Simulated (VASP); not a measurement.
# TiAl3: single point with PBE

The system is TiAl3.

```xyz
8
Lattice="3.8069 0.0000 0.0000 0.0000 3.8069 0.0000 0.0000 0.0000 8.6745" Properties=species:S:1:pos:R:3 pbc="T T T"
Ti    0.0000    0.0000    0.0000
Ti    1.9034    1.9034    4.3373
Al    1.9034    1.9034    0.0000
Al    0.0000    1.9034    2.1686
Al    1.9034    0.0000    2.1686
Al    0.0000    0.0000    4.3373
Al    1.9034    0.0000    6.5059
Al    0.0000    1.9034    6.5059
```

This cell differs from its parent crystal: biaxial strain in the a-b plane: -1.0 %.

| Item | Value |
| --- | --- |
| Program | VASP 6.6.1 |
| Task | single point |
| Functional | PBE |
| Potentials or basis | VASP PAW PBE potentials, release 64 (Ti_sv, Al) |
| Cutoff | 520 eV |
| k mesh | 10 × 10 × 4 |
| Occupations | gaussian, width 0.1 eV |
| Spin | no spin polarisation |
| Dipole correction | no |
| Further INCAR settings | ALGO = Fast; EDIFF = 1e-06; NBANDS = 31 |

| Item | Value |
| --- | --- |
| Pressure | 1.6 GPa |
| Band gap on the k mesh | zero (bands 21 and 22 overlap by 2.19 eV) |

Stress tensor (GPa, compression positive):
```
 2.60  0.00  0.00
 0.00  2.60  0.00
 0.00  0.00 -0.47
```

Levels at points of the mesh, in eV from the Fermi level:
```tsv
k point	band 19	band 20	band 21	band 22	band 23	band 24
(0.00, 0.00, 0.00)	-0.84	-0.24	0.72	0.72	0.85	0.96
(0.50, 0.00, 0.00)	-0.96	-0.96	0.30	0.30	1.85	1.85
(0.50, 0.50, 0.00)	-2.25	-2.25	-1.02	-1.02	1.81	1.81
(0.00, 0.00, 0.50)	-0.34	-0.34	0.90	0.90	1.23	1.23
(0.50, 0.00, 0.50)	-0.31	-0.31	0.54	0.54	1.85	1.85
(0.50, 0.50, 0.50)	-1.84	-1.84	-1.25	-1.25	0.81	0.81
```

Run time: 16 min on 1 thread of AMD EPYC 7R13, with other jobs on the host, peak memory 0.33 GiB.

Caveat: the cell differs from its parent crystal (biaxial strain in the a-b plane: -1.0 %).
